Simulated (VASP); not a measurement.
# SrTiO3 (Pm-3m) in VASP: notebook

SrTiO3 is run at these levels: LDA, HSE06; tasks: single point.

Program: VASP 6.6.1. These are calculated values, not measurements. Logs are shortened: lines on timing, memory, paths and dates and some standing lists are left out, and cuts for length are marked.

## (1) The cell of the first run

Symmetry: Pm-3m, No. 221, cubic system. Conventional cell: a = 3.907 Å, b = 3.907 Å, c = 3.907 Å, α = 90.00°, β = 90.00°, γ = 90.00°. Sr (site symmetry m-3m) has 12 O at 2.76 Å and 8 Ti at 3.38 Å within 3.6 Å. Ti (site symmetry m-3m) has 6 O at 1.95 Å within 2.6 Å. Within 2.6 Å of O (site symmetry 4/mmm) lie 2 Ti at 1.95 Å.

## (2) Single point, LDA

INCAR

```
PREC = Accurate
ENCUT = 1340
EDIFF = 1E-6
ISMEAR = 0
SIGMA = 0.01
LREAL = F
LASPH = T
NELM = 120
ALGO = Normal
ISIF = 2
LWAVE = F
LCHARG = F
GGA = CA
NBANDS = 28
GGA_COMPAT = F
```

KPOINTS

```
Automatic mesh
0
Gamma
  6 6 6
```

POSCAR

```
SrTiO3
1.0
    3.9068515088      0.0000000000      0.0000000000
    0.0000000000      3.9068515088      0.0000000000
    0.0000000000      0.0000000000      3.9068515088
Sr Ti O
1 1 3
Direct
    0.0000000000      0.0000000000      0.0000000000
    0.5000000000      0.5000000000      0.5000000000
    0.5000000000      0.5000000000      0.0000000000
    0.5000000000      0.0000000000      0.5000000000
    0.0000000000      0.5000000000      0.5000000000
```

Potentials or basis: VASP PAW LDA potentials, release 64 (Sr_sv, Ti_sv, O_h).

Started as:

```bash
cat potpaw_LDA.64/Sr_sv/POTCAR potpaw_LDA.64/Ti_sv/POTCAR potpaw_LDA.64/O_h/POTCAR > POTCAR
mpirun -np 1 vasp_std > vasp.out
```

OUTCAR:

```text
PREC = Accurate
   ENCUT = 1340
   EDIFF = 1E-6
   ISMEAR = 0
   LREAL = F
   LASPH = T
   NELM = 120
   ISIF = 2
   GGA = CA

 ion  position               nearest neighbor table
   1  0.000  0.000  0.000-   3 2.76   4 2.76   5 2.76   4 2.76   5 2.76   3 2.76   5 2.76   5 2.76
                             3 2.76   4 2.76   4 2.76   3 2.76   2 3.38   2 3.38   2 3.38   2 3.38
   2  0.500  0.500  0.500-   3 1.95   4 1.95   5 1.95   3 1.95   4 1.95   5 1.95   1 3.38   1 3.38
                             1 3.38   1 3.38   1 3.38   1 3.38   1 3.38   1 3.38
   3  0.500  0.500  0.000-   2 1.95   2 1.95   1 2.76   1 2.76   1 2.76   1 2.76
   4  0.500  0.000  0.500-   2 1.95   2 1.95   1 2.76   1 2.76   1 2.76   1 2.76
   5  0.000  0.500  0.500-   2 1.95   2 1.95   1 2.76   1 2.76   1 2.76   1 2.76

  LATTYP: Found a simple cubic cell.
 ALAT       =     3.9068515088

  Lattice vectors:

 A1 = (   3.9068515088,   0.0000000000,   0.0000000000)
 A2 = (   0.0000000000,   3.9068515088,   0.0000000000)
 A3 = (   0.0000000000,   0.0000000000,   3.9068515088)

Analysis of symmetry for initial positions (statically):
=====================================================================
 Subroutine PRICEL returns:
 Original cell was already a primitive cell.

 Routine SETGRP: Setting up the symmetry group for a
 simple cubic supercell.

 Subroutine GETGRP returns: Found 48 space group operations
 (whereof 48 operations were pure point group operations)
 out of a pool of 48 trial point group operations.

The static configuration has the point symmetry O_h .

Analysis of symmetry for dynamics (positions and initial velocities):
=====================================================================
 Subroutine PRICEL returns:
 Original cell was already a primitive cell.

 Routine SETGRP: Setting up the symmetry group for a
 simple cubic supercell.

 Subroutine GETGRP returns: Found 48 space group operations
 (whereof 48 operations were pure point group operations)
 out of a pool of 48 trial point group operations.

The dynamic configuration has the point symmetry O_h .

 Subroutine INISYM returns: Found 48 space group operations
 (whereof 48 operations are pure point group operations),
 and found     1 'primitive' translations

----------------------------------------------------------------------------------------

                                     Primitive cell

  volume of cell :      59.6322

  direct lattice vectors                    reciprocal lattice vectors
     3.906851509  0.000000000  0.000000000     0.255960586  0.000000000  0.000000000
     0.000000000  3.906851509  0.000000000     0.000000000  0.255960586  0.000000000
     0.000000000  0.000000000  3.906851509     0.000000000  0.000000000  0.255960586

  length of vectors
     3.906851509  3.906851509  3.906851509     0.255960586  0.255960586  0.255960586

  position of ions in fractional coordinates (direct lattice)
     0.000000000  0.000000000  0.000000000
     0.500000000  0.500000000  0.500000000
     0.500000000  0.500000000  0.000000000
     0.500000000  0.000000000  0.500000000
     0.000000000  0.500000000  0.500000000

  ion indices of the primitive-cell ions
   primitive index   ion index
                 1           1
                 2           2
                 3           3
                 4           4
                 5           5

----------------------------------------------------------------------------------------

 KPOINTS: Automatic mesh

Automatic generation of k-mesh.
 Grid dimensions read from file:
 generate k-points for:    6    6    6

 Generating k-lattice:

  Cartesian coordinates                     Fractional coordinates (reciprocal lattice)
     0.042660098  0.000000000  0.000000000     0.166666667  0.000000000  0.000000000
     0.000000000  0.042660098  0.000000000     0.000000000  0.166666667  0.000000000
     0.000000000  0.000000000  0.042660098     0.000000000  0.000000000  0.166666667

  Length of vectors
     0.042660098  0.042660098  0.042660098

  Shift w.r.t. Gamma in fractional coordinates (k-lattice)
     0.000000000  0.000000000  0.000000000

 Subroutine IBZKPT returns following result:
 ===========================================

 Found     20 irreducible k-points:

 Following reciprocal coordinates:
            Coordinates               Weight
  0.000000  0.000000  0.000000      1.000000
  0.166667  0.000000  0.000000      6.000000
  0.333333  0.000000  0.000000      6.000000
  0.500000  0.000000  0.000000      3.000000
  0.166667  0.166667  0.000000     12.000000
  0.333333  0.166667  0.000000     24.000000
[... 12 lines left out ...]
  0.500000  0.500000  0.333333      6.000000
  0.500000  0.500000  0.500000      1.000000
   k-points           NKPTS =     20   k-points in BZ     NKDIM =     20   number of bands    NBANDS=     28
   number of dos      NEDOS =    301   number of ions     NIONS =      5
   total plane-waves  NPLWV = 110592
   dimension x,y,z NGX =    48 NGY =   48 NGZ =   48
   dimension x,y,z NGXF=    96 NGYF=   96 NGZF=   96
   ions per type =               1   1   3
   NGX,Y,Z   is equivalent  to a cutoff of  20.43, 20.43, 20.43 a.u.
   NGXF,Y,Z  is equivalent  to a cutoff of  40.85, 40.85, 40.85 a.u.
 SYSTEM =  unknown system
   PREC   = accura    normal or accurate (medium, high low for compatibility)
   ISTART =      0    job   : 0-new  1-cont  2-samecut
   ICHARG =      2    charge: 1-file 2-atom 10-const
   ISPIN  =      1    spin polarized calculation?
   LNONCOLLINEAR =      F non collinear calculations
   LSORBIT =      F    spin-orbit coupling
   LASPH  =      T    aspherical Exc in radial PAW
   ENCUT  = 1340.0 eV  98.49 Ry    9.92 a.u.  11.66 11.66 11.66*2*pi/ulx,y,z
   NELM   =    120;   NELMIN=  2; NELMDL= -5     # of ELM steps
   EDIFF  = 0.1E-05   stopping-criterion for ELM
   LREAL  =      F    real-space projection
   EDIFFG = 0.1E-04   stopping-criterion for IOM
   NSW    =      0    number of steps for IOM
   IBRION =     -1    ionic relax: 0-MD 1-quasi-New 2-CG
   NFREE  =      0    steps in history (QN), initial steepest desc. (CG)
   ISIF   =      2    stress and relaxation
   ISYM   =      2    0-nonsym 1-usesym 2-fastsym
   POTIM  = 0.5000    time-step for ionic-motion
   TEBEG  =    0.0;   TEEND  =   0.0 temperature during run
   PSTRESS=    0.0 pullay stress
   NELECT =      40.0000    total number of electrons
   NUPDOWN=      -1.0000    fix difference up-down
   EMIN   =  10.00;   EMAX   =-10.00  energy-range for DOS
   EFERMI =   0.00;   METHOD = LEGACY
   ISMEAR =     0;   SIGMA  =   0.01  broadening in eV -4-tet -1-fermi 0-gaus
   EFERMI_NEDOS =   21; number of points for ismear=-14 and -15
   IALGO  =     38    algorithm
   IMIX   =      4    mixing-type and parameters
     AMIX     =   0.40;   BMIX     =  1.00
     AMIX_MAG =   1.60;   BMIX_MAG =  1.00
  volume/ion in A,a.u.               =      11.93        80.48
  Fermi-wavevector in a.u.,A,eV,Ry     =   1.433072  2.708113 27.942210  2.053695
  Thomas-Fermi vector in A             =   2.552630
   LORBIT       =      0    0 simple, 1 ext, 2 COOP (PROOUT), +10 PAW based schemes
   GGA     = CA    functional components
   LHFCALC =     F    Hartree Fock is set to
   AEXX    =    0.0000 exact exchange contribution
   IVDW    =     0    specifies the selected vdW correction
   LEPSILON=     F    determine dielectric tensor
   LRPA    =     F    only Hartree local field effects (RPA)
 non-spin polarized calculation
 Gauss-broadening in eV      SIGMA  =   0.01
  energy-cutoff  :     1340.00
  volume of cell :       59.63
 maximum number of plane-waves:      6704
 NGX is ok and might be reduce to    48
   NGX = 23   NGY = 23   NGZ = 23

 number of electron      40.0000002 magnetization

 Free energy of the ion-electron system (eV)
  ---------------------------------------------------
  ext. energy  EPLUGINS =         0.00000000
  ---------------------------------------------------
  free energy    TOTEN  =       -44.16363175 eV

  energy without entropy =      -44.16363175  energy(sigma->0) =      -44.16363175

 E-fermi :   4.4003     XC(G=0): -11.7940

 val. band max:        4.2513748680   @ k =   0.5000   0.5000   0.5000
 cond. band min:       6.0042747828   @ k =   0.0000   0.0000   0.0000
 fundamental gap:      1.7528999147
 Fermi energy:         4.4003357046

 k-point     1 :       0.0000    0.0000    0.0000
  band No.  band energies     occupation
      1     -51.4790      2.00000
      2     -28.2408      2.00000
      3     -28.1296      2.00000
      4     -28.1296      2.00000
      5     -28.1296      2.00000
      6     -12.8687      2.00000
[... 20 lines left out ...]
     27       9.4704      0.00000
     28      10.2325      0.00000

 k-point     2 :       0.1667    0.0000    0.0000
  band No.  band energies     occupation
      1     -51.4786      2.00000
      2     -28.2650      2.00000
      3     -28.1288      2.00000
      4     -28.1288      2.00000
      5     -28.1172      2.00000
      6     -12.8980      2.00000
[... 20 lines left out ...]
     27       9.9521      0.00000
     28      10.8873      0.00000

 k-point     3 :       0.3333    0.0000    0.0000
  band No.  band energies     occupation
      1     -51.4778      2.00000
      2     -28.3076      2.00000
      3     -28.1272      2.00000
      4     -28.1272      2.00000
      5     -28.0978      2.00000
      6     -13.0454      2.00000
[... 20 lines left out ...]
     27      10.9504      0.00000
     28      12.2741      0.00000

 k-point     4 :       0.5000    0.0000    0.0000
  band No.  band energies     occupation
      1     -51.4774      2.00000
      2     -28.3275      2.00000
      3     -28.1264      2.00000
      4     -28.1264      2.00000
      5     -28.0893      2.00000
      6     -13.1369      2.00000
[... 20 lines left out ...]
     27      11.5207      0.00000
     28      12.1768      0.00000

 k-point     5 :       0.1667    0.1667    0.0000
  band No.  band energies     occupation
      1     -51.4782      2.00000
      2     -28.2716      2.00000
      3     -28.1471      2.00000
      4     -28.1280      2.00000
      5     -28.1038      2.00000
      6     -12.8681      2.00000
[... 20 lines left out ...]
     27      10.3816      0.00000
     28      11.2928      0.00000

 k-point     6 :       0.3333    0.1667    0.0000
  band No.  band energies     occupation
      1     -51.4774      2.00000
      2     -28.2943      2.00000
      3     -28.1506      2.00000
      4     -28.1265      2.00000
      5     -28.1001      2.00000
      6     -12.9180      2.00000
[... 339 lines left out ...]
      5     -28.1401      2.00000
      6     -12.2332      2.00000
[... 20 lines left out ...]
     27      12.0813      0.00000
     28      12.0813      0.00000

 k-point    18 :       0.5000    0.3333    0.3333
  band No.  band energies     occupation
      1     -51.4750      2.00000
      2     -28.2221      2.00000
      3     -28.1788      2.00000
      4     -28.1783      2.00000
      5     -28.1613      2.00000
      6     -12.0627      2.00000
[... 20 lines left out ...]
     27      12.0341      0.00000
     28      12.3613      0.00000

 k-point    19 :       0.5000    0.5000    0.3333
  band No.  band energies     occupation
      1     -51.4747      2.00000
      2     -28.1965      2.00000
      3     -28.1965      2.00000
      4     -28.1812      2.00000
      5     -28.1776      2.00000
      6     -11.6830      2.00000
[... 20 lines left out ...]
     27      12.0836      0.00000
     28      12.6346      0.00000

 k-point    20 :       0.5000    0.5000    0.5000
  band No.  band energies     occupation
      1     -51.4743      2.00000
      2     -28.1955      2.00000
      3     -28.1955      2.00000
      4     -28.1955      2.00000
      5     -28.1763      2.00000
      6     -11.4748      2.00000
[... 20 lines left out ...]
     27      12.6347      0.00000
     28      12.6347      0.00000

------------------------ aborting loop because EDIFF is reached ----------------------------------------

  FORCE on cell =-STRESS in cart. coord.  units (eV):
  Direction    XX          YY          ZZ          XY          YZ          ZX
  --------------------------------------------------------------------------------------
  -------------------------------------------------------------------------------------
  Total       -2.5103486     -2.5103486     -2.5103486      0.0000000      0.0000000     -0.0000000
  in kB      -67.4471975    -67.4471975    -67.4471975      0.0000000      0.0000000     -0.0000000
  external PRESSURE =     -67.4471975 kB  Pullay stress =       0.0000000 kB

 VOLUME and BASIS-vectors are now :
 -----------------------------------------------------------------------------
  energy-cutoff  :     1340.00
  volume of cell :       59.63
      direct lattice vectors                 reciprocal lattice vectors
     3.906851509  0.000000000  0.000000000     0.255960586  0.000000000  0.000000000
     0.000000000  3.906851509  0.000000000     0.000000000  0.255960586  0.000000000
     0.000000000  0.000000000  3.906851509     0.000000000  0.000000000  0.255960586

 POSITION                                       TOTAL-FORCE (eV/Angst)
 -----------------------------------------------------------------------------------
      0.00000      0.00000      0.00000         0.000000      0.000000      0.000000
      1.95343      1.95343      1.95343         0.000000      0.000000      0.000000
      1.95343      1.95343      0.00000         0.000000      0.000000      0.000000
      1.95343      0.00000      1.95343         0.000000      0.000000      0.000000
      0.00000      1.95343      1.95343         0.000000      0.000000      0.000000
 -----------------------------------------------------------------------------------
    total drift:                                0.000000     -0.000000     -0.000000

  FREE ENERGIE OF THE ION-ELECTRON SYSTEM (eV)
  ---------------------------------------------------
  free  energy   TOTEN  =       -44.1636317462 eV

  energy  without entropy=      -44.1636317462  energy(sigma->0) =      -44.16363175
```

It took 85 s on 1 thread of Intel Xeon 6975P-C (Granite Rapids), shared host; peak memory 0.36 GiB.

Results:

* Free energy: -44.1636 eV
* Pressure: -6.7 GPa
* Band gap on the k mesh: 1.75 eV (least direct gap 2.11 eV)

Caveat: the cell stands under tension.

(Part 1 of 2 ends here.)
